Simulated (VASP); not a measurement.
Input of a VASP 6.6.1 run:

File INCAR:

```
SYSTEM = Pt
PREC     = Accurate       ! precision mode
ENCUT    = 520            ! plane-wave cutoff, eV
EDIFF    = 1E-6           ! SCF threshold, eV
ISMEAR   = 1              ! smearing method
SIGMA    = 0.15           ! smearing width, eV
LREAL    = .False.        ! projectors in reciprocal space
LASPH    = .True.         ! aspherical terms in the spheres
NELM     = 100            ! most SCF steps
ALGO     = Normal         ! electronic algorithm
ISIF     = 2              ! what is computed and relaxed
LWAVE    = .False.        ! write WAVECAR
LCHARG   = .False.        ! write CHGCAR
NBANDS   = 11             ! bands
```

Contents of KPOINTS:

```
regular mesh
0
Gamma
  13 13 13
  0 0 0
```

File POSCAR:

```
Pt
1.0
    0.0000000000      1.9803161142      1.9803161142
    1.9803161142      0.0000000000      1.9803161142
    1.9803161142      1.9803161142      0.0000000000
Pt
1
Direct
    0.0000000000      0.0000000000      0.0000000000
```

Potentials or basis: VASP PAW LDA potentials, release 64 (Pt).

Command:

```bash
$ cat potpaw_LDA.64/Pt/POTCAR > POTCAR
$ mpirun -np 1 vasp_std > vasp.out
```

Problem. Estimate the pressure.

Solution. -13.2 GPa.

Problem. What does it give for the band gap on the k mesh?

Solution. Zero (band 5 reaches 10.96 eV, above the bottom of band 6 at 8.91 eV).

Caveat: spin-orbit coupling is left out, which moves the levels of the heavy elements.
